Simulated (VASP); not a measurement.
# La (P6_3/mmc) in VASP: a series of runs

The runs below take La through relaxation of cell and atoms, with PBEsol.

Everything below comes from runs of VASP 6.6.1. Logs are shortened: lines on timing, memory, paths and dates and some standing lists are left out, and cuts for length are marked.

**1. The cell of the first run**

It takes space group P6_3/mmc (No. 194, hexagonal). The conventional cell has a = 3.796 Å, b = 3.796 Å, c = 12.041 Å, α = 90.00°, β = 90.00°, γ = 120.00°. La (site symmetry -3m) has 12 La at 3.72 to 3.80 Å within 4.9 Å. Within 4.9 Å of La (site symmetry -6m2) lie 12 La at 3.72 to 3.80 Å.

**2. Relaxation of cell and atoms, PBEsol**

Input file INCAR:

```
SYSTEM = La
PREC     = Accurate       ! precision mode
ENCUT    = 600            ! plane-wave cutoff, eV
EDIFF    = 1E-7           ! SCF threshold, eV
ISMEAR   = 0              ! smearing method
SIGMA    = 0.1            ! smearing width, eV
LREAL    = .FALSE.        ! projectors in reciprocal space
LASPH    = .TRUE.         ! aspherical terms in the spheres
NELM     = 60             ! most SCF steps
ALGO     = Fast           ! electronic algorithm
ISIF     = 3              ! what is computed and relaxed
LWAVE    = .FALSE.        ! write WAVECAR
LCHARG   = .FALSE.        ! write CHGCAR
GGA      = PS             ! functional
IBRION   = 2              ! ionic algorithm
NSW      = 90             ! ionic steps
EDIFFG   = -0.005         ! ionic threshold
```

Input file KPOINTS:

```
regular mesh
0
G
  6 6 2
  0 0 0
```

Input file POSCAR:

```
La
1.0
    3.7963115000      0.0000000000      0.0000000000
   -1.8981557500      3.2877022000      0.0000000000
    0.0000000000      0.0000000000     12.0412575300
La
4
Direct
    0.0000000000      0.0000000000      0.0000000000
    0.0000000000      0.0000000000      0.5000000000
    0.3333333300      0.6666666700      0.2500000000
    0.6666666700      0.3333333300      0.7500000000
```

Potentials or basis: VASP PAW PBE potentials, release 64 (La).

Run with:

```bash
> cat potpaw_PBE.64/La/POTCAR > POTCAR
> mpirun -np 1 vasp_std > vasp.out
```

OUTCAR:

```text
SYSTEM = La
   PREC = Accurate
   ENCUT = 600
   EDIFF = 1E-7
   ISMEAR = 0
   LREAL = .FALSE.
   LASPH = .TRUE.
   NELM = 60
   ISIF = 3
   GGA = PS
   IBRION = 2
   NSW = 90
   EDIFFG = -0.005

 ion  position               nearest neighbor table
   1  0.000  0.000  0.000-
   2  0.000  0.000  0.500-
   3  0.333  0.667  0.250-
   4  0.667  0.333  0.750-

  LATTYP: Found a hexagonal cell.
 ALAT       =     3.7963115000
 C/A-ratio  =     3.1718307441

  Lattice vectors:

 A1 = (   3.7963115000,   0.0000000000,   0.0000000000)
 A2 = (  -1.8981557500,   3.2877022000,   0.0000000000)
 A3 = (   0.0000000000,   0.0000000000,  12.0412575300)

Analysis of symmetry for initial positions (statically):
=====================================================================
 Subroutine PRICEL returns:
 Original cell was already a primitive cell.

 Routine SETGRP: Setting up the symmetry group for a
 hexagonal supercell.

 Subroutine GETGRP returns: Found 24 space group operations
 (whereof 12 operations were pure point group operations)
 out of a pool of 24 trial point group operations.

The static configuration has the point symmetry D_3d.
 The point group associated with its full space group is D_6h.

Analysis of symmetry for dynamics (positions and initial velocities):
=====================================================================
 Subroutine PRICEL returns:
 Original cell was already a primitive cell.

 Routine SETGRP: Setting up the symmetry group for a
 hexagonal supercell.

 Subroutine GETGRP returns: Found 24 space group operations
 (whereof 12 operations were pure point group operations)
 out of a pool of 24 trial point group operations.

The dynamic configuration has the point symmetry D_3d.
 The point group associated with its full space group is D_6h.

 Subroutine INISYM returns: Found 24 space group operations
 (whereof 12 operations are pure point group operations),
 and found     1 'primitive' translations

----------------------------------------------------------------------------------------

                                     Primitive cell

  volume of cell :     150.2886

  direct lattice vectors                    reciprocal lattice vectors
     3.796311500  0.000000000  0.000000000     0.263413579  0.152081901  0.000000000
    -1.898155750  3.287702200  0.000000000     0.000000000  0.304163802  0.000000000
     0.000000000  0.000000000 12.041257530     0.000000000  0.000000000  0.083047804

  length of vectors
     3.796311500  3.796311500 12.041257530     0.304163802  0.304163802  0.083047804

  position of ions in fractional coordinates (direct lattice)
     0.000000000  0.000000000  0.000000000
     0.000000000  0.000000000  0.500000000
     0.333333330  0.666666670  0.250000000
     0.666666670  0.333333330  0.750000000

  ion indices of the primitive-cell ions
   primitive index   ion index
                 1           1
                 2           2
                 3           3
                 4           4

----------------------------------------------------------------------------------------

 KPOINTS: regular mesh

Automatic generation of k-mesh.
 Grid dimensions read from file:
 generate k-points for:    6    6    2

 Generating k-lattice:

  Cartesian coordinates                     Fractional coordinates (reciprocal lattice)
     0.043902263  0.025346983  0.000000000     0.166666667  0.000000000  0.000000000
     0.000000000  0.050693967  0.000000000     0.000000000  0.166666667  0.000000000
     0.000000000  0.000000000  0.041523902     0.000000000  0.000000000  0.500000000

  Length of vectors
     0.050693967  0.050693967  0.041523902

  Shift w.r.t. Gamma in fractional coordinates (k-lattice)
     0.000000000  0.000000000  0.000000000

 Subroutine IBZKPT returns following result:
 ===========================================

 Found     14 irreducible k-points:

 Following reciprocal coordinates:
            Coordinates               Weight
  0.000000  0.000000  0.000000      1.000000
  0.166667  0.000000  0.000000      6.000000
  0.333333  0.000000  0.000000      6.000000
  0.500000  0.000000  0.000000      3.000000
  0.166667  0.166667  0.000000      6.000000
  0.333333  0.166667  0.000000     12.000000
  0.333333  0.333333  0.000000      2.000000
  0.000000  0.000000  0.500000      1.000000
  0.166667  0.000000  0.500000      6.000000
  0.333333  0.000000  0.500000      6.000000
  0.500000  0.000000  0.500000      3.000000
  0.166667  0.166667  0.500000      6.000000
  0.333333  0.166667  0.500000     12.000000
  0.333333  0.333333  0.500000      2.000000
   k-points           NKPTS =     14   k-points in BZ     NKDIM =     14   number of bands    NBANDS=     26
   number of dos      NEDOS =    301   number of ions     NIONS =      4
   total plane-waves  NPLWV =  86400
   dimension x,y,z NGX =    30 NGY =   30 NGZ =   96
   dimension x,y,z NGXF=    60 NGYF=   60 NGZF=  192
   ions per type =               4
   NGX,Y,Z   is equivalent  to a cutoff of  13.14, 13.14, 13.25 a.u.
   NGXF,Y,Z  is equivalent  to a cutoff of  26.27, 26.27, 26.51 a.u.
 SYSTEM =  La
   PREC   = accura    normal or accurate (medium, high low for compatibility)
   ISTART =      0    job   : 0-new  1-cont  2-samecut
   ICHARG =      2    charge: 1-file 2-atom 10-const
   ISPIN  =      1    spin polarized calculation?
   LNONCOLLINEAR =      F non collinear calculations
   LSORBIT =      F    spin-orbit coupling
   LASPH  =      T    aspherical Exc in radial PAW
   ENCUT  =  600.0 eV  44.10 Ry    6.64 a.u.   7.58  7.58 24.05*2*pi/ulx,y,z
   NELM   =     60;   NELMIN=  2; NELMDL= -5     # of ELM steps
   EDIFF  = 0.1E-06   stopping-criterion for ELM
   LREAL  =      F    real-space projection
   EDIFFG = -.5E-02   stopping-criterion for IOM
   NSW    =     90    number of steps for IOM
   IBRION =      2    ionic relax: 0-MD 1-quasi-New 2-CG
   NFREE  =      1    steps in history (QN), initial steepest desc. (CG)
   ISIF   =      3    stress and relaxation
   ISYM   =      2    0-nonsym 1-usesym 2-fastsym
   POTIM  = 0.5000    time-step for ionic-motion
   TEBEG  =    0.0;   TEEND  =   0.0 temperature during run
   PSTRESS=    0.0 pullay stress
   NELECT =      44.0000    total number of electrons
   NUPDOWN=      -1.0000    fix difference up-down
   EMIN   =  10.00;   EMAX   =-10.00  energy-range for DOS
   EFERMI =   0.00;   METHOD = LEGACY
   ISMEAR =     0;   SIGMA  =   0.10  broadening in eV -4-tet -1-fermi 0-gaus
   EFERMI_NEDOS =   21; number of points for ismear=-14 and -15
   IALGO  =     68    algorithm
   IMIX   =      4    mixing-type and parameters
     AMIX     =   0.40;   BMIX     =  1.00
     AMIX_MAG =   1.60;   BMIX_MAG =  1.00
  volume/ion in A,a.u.               =      37.57       253.55
  Fermi-wavevector in a.u.,A,eV,Ry     =   1.087052  2.054230 16.077762  1.181682
  Thomas-Fermi vector in A             =   2.223203
   LORBIT       =      0    0 simple, 1 ext, 2 COOP (PROOUT), +10 PAW based schemes
   GGA     = PS    functional components
   LHFCALC =     F    Hartree Fock is set to
   AEXX    =    0.0000 exact exchange contribution
   IVDW    =     0    specifies the selected vdW correction
   LEPSILON=     F    determine dielectric tensor
   LRPA    =     F    only Hartree local field effects (RPA)
 conjugate gradient relaxation of ions
 non-spin polarized calculation
 RMM-DIIS sequential band-by-band and
 Gauss-broadening in eV      SIGMA  =   0.10
  energy-cutoff  :      600.00
  volume of cell :      150.29
 maximum number of plane-waves:      5059
   NGX = 15   NGY = 15   NGZ = 49

--------------------------------------- Ionic step        1  -------------------------------------------

 number of electron      44.0000000 magnetization

 Free energy of the ion-electron system (eV)
  ---------------------------------------------------
  ext. energy  EPLUGINS =         0.00000000
  ---------------------------------------------------
  free energy    TOTEN  =       -21.31874445 eV

  energy without entropy =      -21.28915140  energy(sigma->0) =      -21.30394792

------------------------ aborting loop EDIFF was not reached (unconverged)  ----------------------------

  FORCE on cell =-STRESS in cart. coord.  units (eV):
  Direction    XX          YY          ZZ          XY          YZ          ZX
  --------------------------------------------------------------------------------------
  -------------------------------------------------------------------------------------
  Total       -2.2568616     -2.2568616     -1.6164104      0.0000000      0.0000000      0.0000000
  in kB      -24.0596527    -24.0596527    -17.2320152      0.0000000      0.0000000      0.0000000
  external PRESSURE =     -21.7837735 kB  Pullay stress =       0.0000000 kB
[... 23 lines left out ...]
  energy  without entropy=      -21.2891513957  energy(sigma->0) =      -21.30394792

--------------------------------------- Ionic step        2  -------------------------------------------

 number of electron      44.0000003 magnetization

 E-fermi :   8.4002     XC(G=0):  -9.9457

 val. band max:        8.3972374914   @ k =   0.3333   0.3333   0.5000
 cond. band min:       8.4369601345   @ k =   0.1667   0.0000   0.5000
 fundamental gap:      0.0397226431
 Fermi energy:         8.4001923008

 k-point     1 :       0.0000    0.0000    0.0000
  band No.  band energies     occupation
      1     -24.4222      2.00000
      2     -24.2992      2.00000
      3     -24.2768      2.00000
      4     -24.1479      2.00000
      5      -8.9305      2.00000
      6      -8.1306      2.00000
[... 582 lines left out ...]
  energy  without entropy=      -21.3805822028  energy(sigma->0) =      -21.39705941

--------------------------------------- Ionic step        7  -------------------------------------------

 number of electron      44.0000006 magnetization

 Free energy of the ion-electron system (eV)
  ---------------------------------------------------
  ext. energy  EPLUGINS =         0.00000000
  ---------------------------------------------------
  free energy    TOTEN  =       -21.41354442 eV

  energy without entropy =      -21.38060335  energy(sigma->0) =      -21.39707388

 E-fermi :   8.5501     XC(G=0): -10.0062

 val. band max:        8.5127865148   @ k =   0.3333   0.3333   0.5000
 cond. band min:       8.5675685572   @ k =   0.3333   0.3333   0.5000
 fundamental gap:      0.0547820424
 Fermi energy:         8.5500700628

 k-point     1 :       0.0000    0.0000    0.0000
  band No.  band energies     occupation
      1     -24.2604      2.00000
      2     -24.1321      2.00000
      3     -24.1091      2.00000
      4     -23.9744      2.00000
      5      -8.7985      2.00000
      6      -7.9727      2.00000
[... 426 lines left out ...]
  FREE ENERGIE OF THE ION-ELECTRON SYSTEM (eV)
  ---------------------------------------------------
  free  energy   TOTEN  =       -21.4135444196 eV

  energy  without entropy=      -21.3806033501  energy(sigma->0) =      -21.39707388

 reached required accuracy - stopping structural energy minimisation
```

Run time: 22 min. Hardware: 1 thread of Intel Xeon Platinum 8375C at 2.90GHz (Ice Lake), shared host; peak memory 0.34 GiB.

What came out:

```
Free energy                           : -21.4135 eV
Relaxed volume                        : 34.36 Å³/atom
Relaxed cell                          : a = 3.671 Å, b = 3.671 Å, c = 11.780 Å, α = 90.00°, β = 90.00°, γ = 120.00°
Space group after relaxing (to 0.1 Å) : P6_3/mmc (No. 194)
Energy gained by relaxing             : 23.7 meV/atom
Ionic steps                           : 7
Pressure after relaxing               : 0.0 GPa
Band gap on the k mesh                : zero (bands 22 and 23 overlap by 1.01 eV)
```

The path:
```csv
step,energy change (eV),largest force (eV/Å),pressure (GPa),volume (Å³)
1,0.0000,0.0000,-2.18,150.29
2,-0.0921,0.0000,-0.39,139.45
3,-0.0947,0.0000,-0.01,137.50
4,-0.0947,0.0000,-0.07,137.26
5,-0.0944,0.0000,0.14,136.76
6,-0.0948,0.0000,0.01,137.39
7,-0.0948,0.0000,0.00,137.45
```

Final structure:
```cif
data_structure
_symmetry_space_group_name_H-M 'P 1'
_symmetry_Int_Tables_number 1
_cell_length_a 3.6706
_cell_length_b 3.6706
_cell_length_c 11.7795
_cell_angle_alpha 90.000
_cell_angle_beta 90.000
_cell_angle_gamma 120.000
_cell_volume 137.45
loop_
_atom_site_label
_atom_site_type_symbol
_atom_site_fract_x
_atom_site_fract_y
_atom_site_fract_z
_atom_site_occupancy
La1 La 0.00000 0.00000 0.00000 1
La2 La 0.00000 0.00000 0.50000 1
La3 La 0.33333 0.66667 0.25000 1
La4 La 0.66667 0.33333 0.75000 1
```

Levels at points of the mesh, in eV from the Fermi level:
| k point | band 19 | band 20 | band 21 | band 22 | band 23 | band 24 | band 25 | band 26 |
| --- | --- | --- | --- | --- | --- | --- | --- | --- |
| (0.00, 0.00, 0.00) | -1.88 | -1.85 | 0.53 | 0.67 | 1.21 | 1.21 | 1.28 | 1.31 |
| (0.50, 0.00, 0.00) | -1.75 | -1.23 | -0.79 | -0.33 | -0.26 | 0.42 | 1.04 | 1.13 |
| (0.00, 0.00, 0.50) | -1.81 | -1.81 | 0.75 | 0.75 | 1.29 | 1.29 | 1.32 | 1.34 |
| (0.50, 0.00, 0.50) | -1.52 | -1.52 | -1.25 | -1.25 | 0.62 | 0.62 | 1.36 | 1.37 |

Caveat: the PAW data sets were made with another functional, which shifts forces and pressure a little; spin-orbit coupling is left out, which moves the levels of the heavy elements.

**3. Relaxation of cell and atoms, PBEsol**

Changes to INCAR since step 2:

```diff
@@ -2,3 +2,3 @@
 PREC     = Accurate       ! precision mode
-ENCUT    = 600            ! plane-wave cutoff, eV
+ENCUT    = 580            ! plane-wave cutoff, eV
 EDIFF    = 1E-7           ! SCF threshold, eV
```

Input file KPOINTS:

```
regular mesh
0
G
  12 12 4
  0 0 0
```

POSCAR is that of step 2.

Potentials or basis: VASP PAW PBE potentials, release 64 (La).

Run with:

```bash
> cat potpaw_PBE.64/La/POTCAR > POTCAR
> mpirun -np 1 vasp_std > vasp.out
```

Run time: 88 min. Hardware: 1 thread of Intel Xeon Platinum 8375C at 2.90GHz (Ice Lake), shared host; peak memory 0.47 GiB.

It converged, with:

```
Free energy                           : -21.4028 eV
Relaxed volume                        : 34.09 Å³/atom
Relaxed cell                          : a = 3.658 Å, b = 3.658 Å, c = 11.765 Å, α = 90.00°, β = 90.00°, γ = 120.00°
Space group after relaxing (to 0.1 Å) : P6_3/mmc (No. 194)
Energy gained by relaxing             : 27.8 meV/atom
Ionic steps                           : 11
Pressure after relaxing               : 0.0 GPa
Band gap on the k mesh                : zero (bands 22 and 23 overlap by 1.27 eV)
```

Step by step:
| step | energy change (eV) | largest force (eV/Å) | pressure (GPa) | volume (Å³) |
| --- | --- | --- | --- | --- |
| 1 | 0.0000 | 0.0000 | -2.36 | 150.29 |
| 2 | -0.1076 | 0.0000 | -0.44 | 138.58 |
| 3 | -0.1109 | 0.0000 | 0.00 | 136.33 |
| 4 | -0.1109 | 0.0000 | 0.04 | 136.06 |
| 5 | -0.1112 | 0.0000 | 0.05 | 136.11 |
| 6 | -0.1112 | 0.0000 | 0.04 | 136.12 |
| 7 | -0.1112 | 0.0000 | 0.04 | 136.15 |
| 8 | -0.1112 | 0.0000 | 0.04 | 136.13 |
| 9 | -0.1112 | 0.0000 | 0.04 | 136.14 |
| 10 | -0.1112 | 0.0000 | 0.04 | 136.13 |
| 11 | -0.1112 | 0.0000 | 0.00 | 136.34 |

Final structure:
```
CELL_PARAMETERS angstrom
3.65814 0.00000 0.00000
-1.82907 3.16804 0.00000
0.00000 0.00000 11.76460
ATOMIC_POSITIONS crystal
La 0.00000 0.00000 0.00000
La 0.00000 0.00000 0.50000
La 0.33333 0.66667 0.25000
La 0.66667 0.33333 0.75000
```

Levels at points of the mesh, in eV from the Fermi level:
```
           k point  band 18  band 19  band 20  band 21  band 22  band 23  band 24  band 25  band 26
(0.00, 0.00, 0.00)    -1.91    -1.84    -1.82     0.57     0.71     1.25     1.25     1.31     1.36
(0.50, 0.00, 0.00)    -2.03    -1.74    -1.21    -0.79    -0.31    -0.23     0.45     1.09     1.18
(0.00, 0.00, 0.50)    -2.69    -1.79    -1.79     0.78     0.78     1.33     1.33     1.33     1.38
(0.50, 0.00, 0.50)    -1.85    -1.50    -1.50    -1.24    -1.24     0.64     0.64     1.40     1.40
```

Caveat: the PAW data sets were made with another functional, which shifts forces and pressure a little; spin-orbit coupling is left out, which moves the levels of the heavy elements.

(Continued in part 2 of 2.)
